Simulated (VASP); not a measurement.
# Li (I4/mmm) in VASP: further runs, part 2 of 2

VASP 6.6.1. Earlier steps stand in the parts before.

### Step 4. Single point, LDA (strain +0.000 along x and y, +0.015 along z)

The input, INCAR:

```
  ALGO = Normal
  EDIFF = 1E-7
  ENCUT = 520
  GGA = CA
  ISIF = 2
  ISMEAR = 0
  LASPH = True
  LCHARG = False
  LREAL = False
  LWAVE = False
  NBANDS = 8
  NELM = 100
  PREC = Accurate
  SIGMA = 0.15
```

The input, KPOINTS:

```
k-points
0
Gamma
  18 18 18
```

The input, POSCAR:

```
Li
1.0
    0.0000000000      2.2020000000      2.2350300000
    2.2020000000      0.0000000000      2.2350300000
    2.2020000000      2.2020000000      0.0000000000
Li
1
Direct
    0.0000000000      0.0000000000      0.0000000000
```

Potentials or basis: VASP PAW LDA potentials, release 64 (Li_sv).

The run is started by

```sh
$ cat potpaw_LDA.64/Li_sv/POTCAR > POTCAR
$ mpirun -np 1 vasp_std > vasp.out
```

OUTCAR:

```text
EDIFF = 1E-7
   ENCUT = 520
   GGA = CA
   ISIF = 2
   ISMEAR = 0
   LASPH = True
   LREAL = False
   NELM = 100
   PREC = Accurate

 ion  position               nearest neighbor table
   1  0.000  0.000  0.000-

  LATTYP: Found a body centered tetragonal cell.
 ALAT       =     3.1140982643
 C/A-ratio  =     1.4354267658

  Lattice vectors:

 A1 = (  -2.2020000000,   0.0000000000,   2.2350300000)
 A2 = (   2.2020000000,   0.0000000000,   2.2350300000)
 A3 = (   0.0000000000,   2.2020000000,  -2.2350300000)

Analysis of symmetry for initial positions (statically):
=====================================================================
 Subroutine PRICEL returns:
 Original cell was already a primitive cell.

 Routine SETGRP: Setting up the symmetry group for a
 body centered tetragonal supercell.

 Subroutine GETGRP returns: Found 16 space group operations
 (whereof 16 operations were pure point group operations)
 out of a pool of 16 trial point group operations.

The static configuration has the point symmetry D_4h.

Analysis of symmetry for dynamics (positions and initial velocities):
=====================================================================
 Subroutine PRICEL returns:
 Original cell was already a primitive cell.

 Routine SETGRP: Setting up the symmetry group for a
 body centered tetragonal supercell.

 Subroutine GETGRP returns: Found 16 space group operations
 (whereof 16 operations were pure point group operations)
 out of a pool of 16 trial point group operations.

The dynamic configuration has the point symmetry D_4h.

 Subroutine INISYM returns: Found 16 space group operations
 (whereof 16 operations are pure point group operations),
 and found     1 'primitive' translations

----------------------------------------------------------------------------------------

                                     Primitive cell

[... 109 lines left out ...]
  volume/ion in A,a.u.               =      21.67       146.27
  Fermi-wavevector in a.u.,A,eV,Ry     =   0.846836  1.600288  9.757160  0.717131
  Thomas-Fermi vector in A             =   1.962246
   LORBIT       =      0    0 simple, 1 ext, 2 COOP (PROOUT), +10 PAW based schemes
   GGA     = CA    functional components
   LHFCALC =     F    Hartree Fock is set to
   AEXX    =    0.0000 exact exchange contribution
   IVDW    =     0    specifies the selected vdW correction
   LEPSILON=     F    determine dielectric tensor
   LRPA    =     F    only Hartree local field effects (RPA)
 non-spin polarized calculation
 Gauss-broadening in eV      SIGMA  =   0.15
  energy-cutoff  :      520.00
  volume of cell :       21.67
 maximum number of plane-waves:       598
   NGX = 11   NGY = 11   NGZ = 11

 number of electron       3.0000008 magnetization

 Free energy of the ion-electron system (eV)
  ---------------------------------------------------
  ext. energy  EPLUGINS =         0.00000000
  ---------------------------------------------------
  free energy    TOTEN  =        -2.03562323 eV

  energy without entropy =       -2.03074097  energy(sigma->0) =       -2.03318210

 E-fermi :   0.4308     XC(G=0):  -6.9771

 val. band max:        0.4223548868   @ k =   0.5000  -0.0000   0.0000
 cond. band min:       0.4363965801   @ k =   0.5000   0.0556   0.2222
 fundamental gap:      0.0140416932
 Fermi energy:         0.4307707562

 k-point     1 :       0.0000    0.0000    0.0000
  band No.  band energies     occupation
      1     -45.3304      2.00000
      2      -2.9932      2.00000
      3      13.8686      0.00000
      4      13.8686      0.00000
      5      13.8812      0.00000
      6      17.8643      0.00000
      7      17.9174      0.00000
      8      17.9174      0.00000
[... 243 lines left out ...]
 k-point    24 :      -0.2222    0.0556    0.0000
  band No.  band energies     occupation
      1     -45.3228      2.00000
      2      -1.9466      2.00000
      3       8.2440      0.00000
      4      11.8161      0.00000
      5      13.3832      0.00000
      6      17.3035      0.00000
      7      18.1567      0.00000
      8      18.6134      0.00000

 [... further k-points ...]

------------------------ aborting loop because EDIFF is reached ----------------------------------------

  FORCE on cell =-STRESS in cart. coord.  units (eV):
  Direction    XX          YY          ZZ          XY          YZ          ZX
  --------------------------------------------------------------------------------------
  -------------------------------------------------------------------------------------
  Total       -0.2278341     -0.2278341     -0.2384860      0.0000000      0.0000000      0.0000000
  in kB      -16.8415249    -16.8415249    -17.6289099      0.0000000      0.0000000      0.0000000
  external PRESSURE =     -17.1039866 kB  Pullay stress =       0.0000000 kB

 VOLUME and BASIS-vectors are now :
 -----------------------------------------------------------------------------
  energy-cutoff  :      520.00
  volume of cell :       21.67
      direct lattice vectors                 reciprocal lattice vectors
     0.000000000  2.202000000  2.235030000    -0.227066303  0.227066303  0.223710644
     2.202000000  0.000000000  2.235030000     0.227066303 -0.227066303  0.223710644
     2.202000000  2.202000000  0.000000000     0.227066303  0.227066303 -0.223710644

 POSITION                                       TOTAL-FORCE (eV/Angst)
 -----------------------------------------------------------------------------------
      0.00000      0.00000      0.00000         0.000000      0.000000      0.000000
 -----------------------------------------------------------------------------------
    total drift:                               -0.000000      0.000000     -0.000000

  FREE ENERGIE OF THE ION-ELECTRON SYSTEM (eV)
  ---------------------------------------------------
  free  energy   TOTEN  =        -2.0356232314 eV

  energy  without entropy=       -2.0307409711  energy(sigma->0) =       -2.03318210
```

OSZICAR:

```text
N       E                     dE             d eps       ncg     rms          rms(c)
DAV:   1    -0.217297217714E+00   -0.21730E+00   -0.70801E+02  7720   0.254E+02
DAV:   2    -0.200696989762E+01   -0.17897E+01   -0.17383E+01 11088   0.348E+01
DAV:   3    -0.203692757943E+01   -0.29958E-01   -0.29937E-01  8832   0.343E+00
DAV:   4    -0.203731317926E+01   -0.38560E-03   -0.38560E-03 11976   0.355E-01
DAV:   5    -0.203731417408E+01   -0.99481E-06   -0.99486E-06  9344   0.127E-02    0.262E-01
DAV:   6    -0.203618796305E+01    0.11262E-02   -0.36413E-04 13216   0.770E-02    0.147E-01
DAV:   7    -0.203562125494E+01    0.56671E-03   -0.78803E-04 13032   0.119E-01    0.269E-02
DAV:   8    -0.203562298357E+01   -0.17286E-05   -0.14193E-05  8920   0.266E-02    0.131E-03
DAV:   9    -0.203562319030E+01   -0.20673E-06   -0.26690E-07 11800   0.425E-03    0.518E-04
DAV:  10    -0.203562323137E+01   -0.41074E-07   -0.40275E-08  5776   0.112E-03
   1 F= -.20356232E+01 E0= -.20331821E+01  d E =-.488226E-02
```

Wall time 16 s (1 thread of Intel Xeon 6975P-C (Granite Rapids), shared host); peak memory 0.17 GiB.

What came out:

| Quantity | Value |
| --- | --- |
| Free energy | -2.0356 eV |
| Band gap on the k mesh | zero (an odd number of electrons rules out a gap without spin polarisation) |

Levels at points of the mesh, in eV from the Fermi level:
| k point | band 1 | band 2 | band 3 | band 4 | band 5 | band 6 |
| --- | --- | --- | --- | --- | --- | --- |
| (0.00, 0.00, 0.00) | -45.76 | -3.42 | 13.44 | 13.44 | 13.45 | 17.43 |
| (0.50, 0.00, 0.00) | -45.75 | -0.01 | 2.74 | 11.71 | 11.95 | 15.76 |
| (0.50, 0.50, 0.00) | -45.74 | 1.32 | 4.38 | 8.07 | 8.07 | 10.38 |
| (0.50, 0.00, 0.50) | -45.74 | 1.50 | 4.58 | 7.84 | 7.91 | 10.18 |

Caveat: the cell differs from its parent crystal (strain +0.000 along x and y, +0.015 along z); the cutoff is under 1.25 times the usual one of these potentials, so pressure, stress and relaxed cells hold a basis-set (Pulay) error.

### Step 5. Summary

```csv
cell,gap on the mesh (eV)
"a = 3.091, b = 3.091, c = 3.114 Å, angles 59.8, 59.8, 60.5°, 1 atom",none
"a = 3.138, b = 3.138, c = 3.067 Å, angles 60.7, 60.7, 58.5°, 1 atom",none
"a = 3.138, b = 3.138, c = 3.114 Å, angles 60.2, 60.2, 59.5°, 1 atom",none
```

Alike in all rows: task single point; level LDA; potentials or basis VASP PAW LDA potentials, release 64 (Li_sv); no spin polarisation; k mesh 18 × 18 × 18; cutoff (eV) 520; smearing gaussian 0.15 eV.

Caveats: the cutoff is under 1.25 times the usual one of these potentials, so pressure, stress and relaxed cells hold a basis-set (Pulay) error.

Absolute energies hang on the potentials; compare differences alone.
